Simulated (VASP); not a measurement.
# Hg (P6_3/mmc) in VASP: a series of runs

Hg is run at these levels: PBEsol+D3(BJ); tasks: single point.

Everything below comes from runs of VASP 6.6.1. Logs are shortened: lines on timing, memory, paths and dates and some standing lists are left out, and cuts for length are marked.

### Step 1. The cell of the first run

Symmetry: P6_3/mmc, No. 194, hexagonal system. The conventional cell has a = 2.996 Å, b = 2.996 Å, c = 5.601 Å, α = 90.00°, β = 90.00°, γ = 120.00°. Hg (site symmetry -6m2) has 12 Hg at 3.00 to 3.29 Å within 3.9 Å.

### Step 2. Single point, PBEsol+D3(BJ)

Contents of INCAR:

```
SYSTEM = Hg
  ALGO = Fast
  EDIFF = 1E-6
  ENCUT = 520
  GGA = PS
  ISIF = 2
  ISMEAR = 0
  IVDW = 12
  LASPH = .True.
  LCHARG = .False.
  LREAL = .False.
  LWAVE = .False.
  NBANDS = 19
  NELM = 60
  PREC = Accurate
  SIGMA = 0.15
```

Contents of KPOINTS:

```
k-points
0
Gamma
  18 18 10
  0 0 0
```

Contents of POSCAR:

```
Hg
1.0
    2.9964000000      0.0000000000      0.0000000000
   -1.4982000000      2.5949585199      0.0000000000
    0.0000000000      0.0000000000      5.6014000000
Hg
2
Direct
    0.6666666667      0.3333333333      0.7500000000
    0.3333333333      0.6666666667      0.2500000000
```

Potentials or basis: VASP PAW PBE potentials, release 64 (Hg).

The run is started by

```
> cat potpaw_PBE.64/Hg/POTCAR > POTCAR
> mpirun -np 1 vasp_std > vasp.out
```

OUTCAR:

```text
SYSTEM = Hg
   EDIFF = 1E-6
   ENCUT = 520
   GGA = PS
   ISIF = 2
   ISMEAR = 0
   IVDW = 12
   LASPH = .True.
   LREAL = .False.
   NELM = 60
   PREC = Accurate
 IVDW          = 12

 ion  position               nearest neighbor table
   1  0.667  0.333  0.750-   2 3.29   2 3.29   2 3.29   2 3.29   2 3.29   2 3.29
   2  0.333  0.667  0.250-   1 3.29   1 3.29   1 3.29   1 3.29   1 3.29   1 3.29

  LATTYP: Found a hexagonal cell.
 ALAT       =     2.9964000000
 C/A-ratio  =     1.8693765852

  Lattice vectors:

 A1 = (   2.9964000000,   0.0000000000,   0.0000000000)
 A2 = (  -1.4982000000,   2.5949585199,   0.0000000000)
 A3 = (   0.0000000000,   0.0000000000,   5.6014000000)

Analysis of symmetry for initial positions (statically):
=====================================================================
 Subroutine PRICEL returns:
 Original cell was already a primitive cell.

 Routine SETGRP: Setting up the symmetry group for a
 hexagonal supercell.

 Subroutine GETGRP returns: Found 24 space group operations
 (whereof 12 operations were pure point group operations)
 out of a pool of 24 trial point group operations.

The static configuration has the point symmetry D_3d.
 The point group associated with its full space group is D_6h.

Analysis of symmetry for dynamics (positions and initial velocities):
=====================================================================
 Subroutine PRICEL returns:
 Original cell was already a primitive cell.

 Routine SETGRP: Setting up the symmetry group for a
 hexagonal supercell.

 Subroutine GETGRP returns: Found 24 space group operations
 (whereof 12 operations were pure point group operations)
 out of a pool of 24 trial point group operations.

The dynamic configuration has the point symmetry D_3d.
 The point group associated with its full space group is D_6h.

 Subroutine INISYM returns: Found 24 space group operations
 (whereof 12 operations are pure point group operations),
 and found     1 'primitive' translations

----------------------------------------------------------------------------------------

                                     Primitive cell

  volume of cell :      43.5539

  direct lattice vectors                    reciprocal lattice vectors
     2.996400000  0.000000000  0.000000000     0.333733814  0.192681307  0.000000000
    -1.498200000  2.594958520  0.000000000     0.000000000  0.385362615  0.000000000
     0.000000000  0.000000000  5.601400000     0.000000000  0.000000000  0.178526797

  length of vectors
     2.996400000  2.996400000  5.601400000     0.385362615  0.385362615  0.178526797

  position of ions in fractional coordinates (direct lattice)
     0.666666667  0.333333333  0.750000000
     0.333333333  0.666666667  0.250000000

  ion indices of the primitive-cell ions
   primitive index   ion index
                 1           1
                 2           2

----------------------------------------------------------------------------------------

 KPOINTS: k-points

Automatic generation of k-mesh.
 Grid dimensions read from file:
 generate k-points for:   18   18   10

 Generating k-lattice:

  Cartesian coordinates                     Fractional coordinates (reciprocal lattice)
     0.018540767  0.010704517  0.000000000     0.055555556 -0.000000000  0.000000000
     0.000000000  0.021409034  0.000000000     0.000000000  0.055555556  0.000000000
     0.000000000  0.000000000  0.017852680     0.000000000  0.000000000  0.100000000

  Length of vectors
     0.021409034  0.021409034  0.017852680

  Shift w.r.t. Gamma in fractional coordinates (k-lattice)
     0.000000000  0.000000000  0.000000000

 Subroutine IBZKPT returns following result:
 ===========================================

 Found    222 irreducible k-points:

 Following reciprocal coordinates:
            Coordinates               Weight
  0.000000  0.000000  0.000000      1.000000
  0.055556 -0.000000  0.000000      6.000000
  0.111111 -0.000000  0.000000      6.000000
  0.166667 -0.000000  0.000000      6.000000
  0.222222 -0.000000  0.000000      6.000000
  0.277778 -0.000000  0.000000      6.000000
[... 16 lines left out ...]
  0.333333  0.111111  0.000000     12.000000
  0.388889  0.111111  0.000000     12.000000
 [... further k-points ...]
   k-points           NKPTS =    222   k-points in BZ     NKDIM =    222   number of bands    NBANDS=     19
   number of dos      NEDOS =    301   number of ions     NIONS =      2
   total plane-waves  NPLWV =  24192
   dimension x,y,z NGX =    24 NGY =   24 NGZ =   42
   dimension x,y,z NGXF=    48 NGYF=   48 NGZF=   84
   ions per type =               2
   NGX,Y,Z   is equivalent  to a cutoff of  13.32, 13.32, 12.47 a.u.
   NGXF,Y,Z  is equivalent  to a cutoff of  26.63, 26.63, 24.93 a.u.
 SYSTEM =  Hg
   PREC   = accura    normal or accurate (medium, high low for compatibility)
   ISTART =      0    job   : 0-new  1-cont  2-samecut
[... 93 lines left out ...]
      4      -4.1100      2.00000
      5      -4.0303      2.00000
      6      -3.8899      2.00000
[... 11 lines left out ...]
     18      19.4649      0.00000
     19      19.7610      0.00000

 k-point     4 :       0.1667   -0.0000    0.0000
  band No.  band energies     occupation
      1      -5.8947      2.00000
      2      -5.1479      2.00000
      3      -4.3602      2.00000
      4      -4.1511      2.00000
      5      -3.9826      2.00000
      6      -3.6879      2.00000
[... 11 lines left out ...]
     18      17.8703      0.00000
     19      18.1548      0.00000

 k-point     5 :       0.2222   -0.0000    0.0000
  band No.  band energies     occupation
      1      -5.4563      2.00000
      2      -5.0004      2.00000
      3      -4.2758      2.00000
      4      -4.1298      2.00000
      5      -3.9513      2.00000
      6      -3.7610      2.00000
[... 11 lines left out ...]
     18      17.1545      0.00000
     19      17.5441      0.00000

 k-point     6 :       0.2778   -0.0000    0.0000
  band No.  band energies     occupation
      1      -5.1861      2.00000
      2      -5.0148      2.00000
      3      -4.2363      2.00000
      4      -4.1345      2.00000
      5      -3.8561      2.00000
      6      -3.6474      2.00000
[... 11 lines left out ...]
     18      17.5572      0.00000
     19      17.6209      0.00000

 k-point     7 :       0.3333   -0.0000    0.0000
  band No.  band energies     occupation
      1      -5.1779      2.00000
      2      -5.0729      2.00000
      3      -4.4721      2.00000
      4      -3.9630      2.00000
      5      -3.7876      2.00000
      6      -3.5930      2.00000
[... 11 lines left out ...]
     18      17.5712      0.00000
     19      17.5989      0.00000

 k-point     8 :       0.3889   -0.0000    0.0000
  band No.  band energies     occupation
      1      -5.2597      2.00000
      2      -5.1323      2.00000
      3      -4.6460      2.00000
      4      -3.8973      2.00000
      5      -3.8108      2.00000
      6      -3.6493      2.00000
[... 256 lines left out ...]
 k-point    20 :       0.1667    0.1111    0.0000
  band No.  band energies     occupation
      1      -5.2069      2.00000
      2      -4.7992      2.00000
      3      -4.4068      2.00000
      4      -4.2047      2.00000
      5      -3.9982      2.00000
      6      -3.9411      2.00000
[... 11 lines left out ...]
     18      17.0061      0.00000
     19      17.4338      0.00000

 k-point    21 :       0.2222    0.1111    0.0000
  band No.  band energies     occupation
      1      -4.9135      2.00000
      2      -4.8171      2.00000
      3      -4.2515      2.00000
      4      -4.1698      2.00000
      5      -4.1109      2.00000
      6      -3.8049      2.00000
[... 11 lines left out ...]
     18      16.5899      0.00000
     19      16.7273      0.00000

 k-point    22 :       0.2778    0.1111    0.0000
  band No.  band energies     occupation
      1      -4.9584      2.00000
      2      -4.8568      2.00000
      3      -4.4612      2.00000
      4      -3.9487      2.00000
      5      -3.8857      2.00000
      6      -3.7681      2.00000
[... 11 lines left out ...]
     18      15.8546      0.00000
     19      16.3152      0.00000

 k-point    23 :       0.3333    0.1111    0.0000
  band No.  band energies     occupation
      1      -5.0605      2.00000
      2      -4.9180      2.00000
      3      -4.6161      2.00000
      4      -3.9396      2.00000
      5      -3.7928      2.00000
      6      -3.6718      2.00000
[... 11 lines left out ...]
     18      15.2642      0.00000
     19      15.9855      0.00000

 k-point    24 :       0.3889    0.1111    0.0000
  band No.  band energies     occupation
      1      -5.1306      2.00000
      2      -4.9704      2.00000
      3      -4.7106      2.00000
      4      -3.9668      2.00000
      5      -3.7468      2.00000
      6      -3.6911      2.00000
[... 11 lines left out ...]
     18      14.8807      0.00000
     19      15.7813      0.00000

 [... further k-points ...]

------------------------ aborting loop because EDIFF is reached ----------------------------------------

 Edisp (eV)   -0.91914

 E8    (eV) :    -0.6237

  FORCE on cell =-STRESS in cart. coord.  units (eV):
  Direction    XX          YY          ZZ          XY          YZ          ZX
  --------------------------------------------------------------------------------------
  -------------------------------------------------------------------------------------
  Total       0.44481     0.44481    -0.24783     0.00000    -0.00000     0.00000
  in kB      16.36288    16.36288    -9.11686     0.00000    -0.00000     0.00000
  external pressure =        7.87 kB  Pullay stress =        0.00 kB

 VOLUME and BASIS-vectors are now :
 -----------------------------------------------------------------------------
  energy-cutoff  :      520.00
  volume of cell :       43.55
      direct lattice vectors                 reciprocal lattice vectors
     2.996400000  0.000000000  0.000000000     0.333733814  0.192681307  0.000000000
    -1.498200000  2.594958520  0.000000000     0.000000000  0.385362615  0.000000000
     0.000000000  0.000000000  5.601400000     0.000000000  0.000000000  0.178526797

 POSITION                                       TOTAL-FORCE (eV/Angst)
 -----------------------------------------------------------------------------------
      1.49820      0.86499      4.20105         0.000000      0.000000      0.000000
     -0.00000      1.72997      1.40035        -0.000000      0.000000      0.000000
 -----------------------------------------------------------------------------------
    total drift:                                0.000000     -0.000000      0.000000

  FREE ENERGIE OF THE ION-ELECTRON SYSTEM (eV)
  ---------------------------------------------------
  free  energy   TOTEN  =        -1.9350681773 eV

  energy  without entropy=       -1.9251003800  energy(sigma->0) =       -1.93008428
```

Wall time 2.9 min (1 thread of Intel Xeon 8259CL, shared host); peak memory 0.28 GiB.

What came out:

| Item | Value |
| --- | --- |
| Free energy | -1.9351 eV |
| Pressure | 0.8 GPa |
| Band gap on the k mesh | zero (bands 12 and 13 overlap by 3.16 eV) |
| Dispersion energy per atom | -0.460 eV |

Levels at points of the mesh, in eV from the Fermi level:
```csv
k point,band 8,band 9,band 10,band 11,band 12,band 13,band 14,band 15,band 16,band 17
"(0.00, 0.00, 0.00)",-6.55,-6.55,-6.11,-6.11,-2.97,-2.71,11.01,14.07,15.34,15.34
"(0.50, 0.00, 0.00)",-6.15,-5.72,-5.67,-2.07,-1.73,1.92,2.24,3.75,6.86,8.56
"(0.00, 0.00, 0.50)",-7.14,-6.30,-6.30,-6.30,-6.30,4.40,4.40,14.40,14.40,16.13
"(0.50, 0.00, 0.50)",-6.17,-5.69,-5.69,-1.28,-1.28,-0.20,-0.20,8.45,8.45,10.44
```

Caveat: the PAW data sets were made with another functional, which shifts forces and pressure a little; spin-orbit coupling is left out, which moves the levels of the heavy elements.

### Step 3. Single point, PBEsol+D3(BJ)

This run uses another cell than the first one, of 22.00 Å³/atom.

Contents of INCAR:

```
PREC = Accurate
ENCUT = 520
EDIFF = 1E-6
ISMEAR = 0
SIGMA = 0.15
LREAL = False
LASPH = True
NELM = 80
ALGO = Fast
ISIF = 2
LWAVE = False
LCHARG = False
GGA = PS
IVDW = 12
NBANDS = 19
```

Contents of KPOINTS:

```
regular mesh
0
Gamma
  18 18 10
```

Contents of POSCAR:

```
Hg
1.0
    3.1146000000      0.0000000000      0.0000000000
   -1.5573000000      2.6973227226      0.0000000000
    0.0000000000      0.0000000000      5.2374000000
Hg
2
Direct
    0.6666666667      0.3333333333      0.7500000000
    0.3333333333      0.6666666667      0.2500000000
```

Potentials or basis: VASP PAW PBE potentials, release 64 (Hg).

The run is started by

```
> cat potpaw_PBE.64/Hg/POTCAR > POTCAR
> mpirun -np 1 vasp_std > vasp.out
```

Wall time 2.2 min (1 thread of Intel Xeon 8259CL, shared host); peak memory 0.28 GiB.

It converged, with:

```
Free energy                : -1.9579 eV
Pressure                   : 0.0 GPa
Band gap on the k mesh     : zero (bands 12 and 13 overlap by 2.06 eV)
Dispersion energy per atom : -0.455 eV
```

Levels at points of the mesh, in eV from the Fermi level:
```
           k point  band 8  band 9  band 10  band 11  band 12  band 13  band 14  band 15  band 16  band 17
(0.00, 0.00, 0.00)   -6.59   -6.59    -5.89    -5.89    -2.05    -1.71    13.45    13.70    13.70    13.93
(0.50, 0.00, 0.00)   -5.80   -5.73    -5.64    -2.27    -2.15     2.79     2.85     4.07     7.36     7.51
(0.00, 0.00, 0.50)   -6.84   -6.14    -6.14    -6.14    -6.14     6.41     6.41    13.72    13.72    14.69
(0.50, 0.00, 0.50)   -5.88   -5.68    -5.68    -1.31    -1.31    -0.24    -0.24     9.79     9.79     9.84
```

Caveat: the PAW data sets were made with another functional, which shifts forces and pressure a little; spin-orbit coupling is left out, which moves the levels of the heavy elements.

### Step 4. Single point, PBEsol+D3(BJ)

This run uses another cell than the first one, of 22.06 Å³/atom.

Contents of INCAR:

```
SYSTEM = Hg
PREC = Accurate
ENCUT = 520
EDIFF = 1E-6
ISMEAR = 0
SIGMA = 0.15
LREAL = .FALSE.
LASPH = .TRUE.
NELM = 80
ALGO = Fast
ISIF = 2
LWAVE = .FALSE.
LCHARG = .TRUE.
GGA = PS
IVDW = 12
LELF = .TRUE.
LVHAR = .TRUE.
NBANDS = 19
```

Contents of KPOINTS:

```
Automatic mesh
0
G
  18 18 10
  0 0 0
```

Contents of POSCAR:

```
Hg
1.0
    3.2329000000      0.0000000000      0.0000000000
   -1.6164500000      2.7997735279      0.0000000000
    0.0000000000      0.0000000000      4.8734000000
Hg
2
Direct
    0.6666666667      0.3333333333      0.7500000000
    0.3333333333      0.6666666667      0.2500000000
```

The run is started by

```
> cat potpaw_PBE.64/Hg/POTCAR > POTCAR
> mpirun -np 1 vasp_std > vasp.out
```

It took 2 min on 1 thread of Intel Xeon 8259CL, shared host; peak memory 0.28 GiB.

It converged, with:

| Item | Value |
| --- | --- |
| Free energy | -1.9588 eV |
| Pressure | 0.2 GPa |
| Band gap on the k mesh | zero (bands 12 and 13 overlap by 1.03 eV) |
| Dispersion energy per atom | -0.454 eV |

Levels at points of the mesh, in eV from the Fermi level:
| k point | band 9 | band 10 | band 11 | band 12 | band 13 | band 14 | band 15 | band 16 |
| --- | --- | --- | --- | --- | --- | --- | --- | --- |
| (0.00, 0.00, 0.00) | -6.87 | -5.88 | -5.88 | -1.47 | -0.47 | 12.03 | 12.03 | 12.62 |
| (0.50, 0.00, 0.00) | -5.82 | -5.66 | -2.76 | -2.73 | 3.55 | 3.68 | 4.37 | 6.33 |
| (0.00, 0.00, 0.50) | -6.13 | -6.13 | -6.13 | -6.13 | 8.56 | 8.56 | 12.86 | 12.86 |
| (0.50, 0.00, 0.50) | -5.87 | -5.87 | -1.61 | -1.61 | -0.29 | -0.29 | 9.09 | 9.09 |

Caveat: the PAW data sets were made with another functional, which shifts forces and pressure a little; spin-orbit coupling is left out, which moves the levels of the heavy elements.

### Step 5. Single point, PBEsol+D3(BJ)

This run uses another cell than the first one, of 22.19 Å³/atom.

Contents of INCAR:

```
SYSTEM = Hg
PREC     = Accurate       ! precision mode
ENCUT    = 520            ! plane-wave cutoff, eV
EDIFF    = 1E-6           ! SCF threshold, eV
ISMEAR   = 0              ! smearing method
SIGMA    = 0.15           ! smearing width, eV
LREAL    = .FALSE.        ! projectors in reciprocal space
LASPH    = .TRUE.         ! aspherical terms in the spheres
NELM     = 80             ! most SCF steps
ALGO     = Fast           ! electronic algorithm
ISIF     = 2              ! what is computed and relaxed
LWAVE    = .FALSE.        ! write WAVECAR
LCHARG   = .FALSE.        ! write CHGCAR
GGA      = PS             ! functional
IVDW     = 12             ! dispersion correction
NBANDS   = 19             ! bands
```

Contents of KPOINTS:

```
regular mesh
0
G
  18 18 10
  0 0 0
```

Contents of POSCAR:

```
Hg
1.0
    3.0752000000      0.0000000000      0.0000000000
   -1.5376000000      2.6632013217      0.0000000000
    0.0000000000      0.0000000000      5.4194000000
Hg
2
Direct
    0.6666666667      0.3333333333      0.7500000000
    0.3333333333      0.6666666667      0.2500000000
```

The run is started by

```
> cat potpaw_PBE.64/Hg/POTCAR > POTCAR
> mpirun -np 1 vasp_std > vasp.out
```

Run time: 2.1 min. Hardware: 1 thread of Intel Xeon 8259CL, shared host; peak memory 0.28 GiB.

The run converged. Its results:

| Quantity | Value |
| --- | --- |
| Free energy | -1.9553 eV |
| Pressure | -0.4 GPa |
| Band gap on the k mesh | zero (bands 12 and 13 overlap by 2.58 eV) |
| Dispersion energy per atom | -0.451 eV |

Stress tensor (GPa, compression positive):
```
-0.19  0.00  0.00
 0.00 -0.19  0.00
 0.00  0.00 -0.92
```

Levels at points of the mesh, in eV from the Fermi level:
| k point | band 10 | band 11 | band 12 | band 13 | band 14 | band 15 |
| --- | --- | --- | --- | --- | --- | --- |
| (0.00, 0.00, 0.00) | -5.93 | -5.93 | -2.27 | -2.26 | 12.60 | 13.74 |
| (0.50, 0.00, 0.00) | -5.61 | -2.11 | -1.94 | 2.41 | 2.53 | 3.93 |
| (0.00, 0.00, 0.50) | -6.15 | -6.15 | -6.15 | 5.48 | 5.48 | 14.02 |
| (0.50, 0.00, 0.50) | -5.64 | -1.22 | -1.22 | -0.24 | -0.24 | 9.17 |

Caveat: the PAW data sets were made with another functional, which shifts forces and pressure a little; spin-orbit coupling is left out, which moves the levels of the heavy elements.

### Step 6. Summary

```tsv
cell	gap on the mesh (eV)	pressure (GPa)
a = 2.996, b = 2.996, c = 5.601 Å, angles 90.0, 90.0, 120.0°, 2 atoms	none	0.8
a = 3.115, b = 3.115, c = 5.237 Å, angles 90.0, 90.0, 120.0°, 2 atoms	none	0.0
a = 3.233, b = 3.233, c = 4.873 Å, angles 90.0, 90.0, 120.0°, 2 atoms	none	0.2
a = 3.075, b = 3.075, c = 5.419 Å, angles 90.0, 90.0, 120.0°, 2 atoms	none	-0.4
```

Alike in all rows: task single point; level PBEsol+D3(BJ); potentials or basis VASP PAW PBE potentials, release 64 (Hg); no spin polarisation; k mesh 18 × 18 × 10; cutoff (eV) 520; smearing gaussian 0.15 eV.

Caveats: the PAW data sets were made with another functional, which shifts forces and pressure a little; spin-orbit coupling is left out, which moves the levels of the heavy elements.

Total energies depend on the potentials used, so only differences within one code and one set of settings carry meaning.
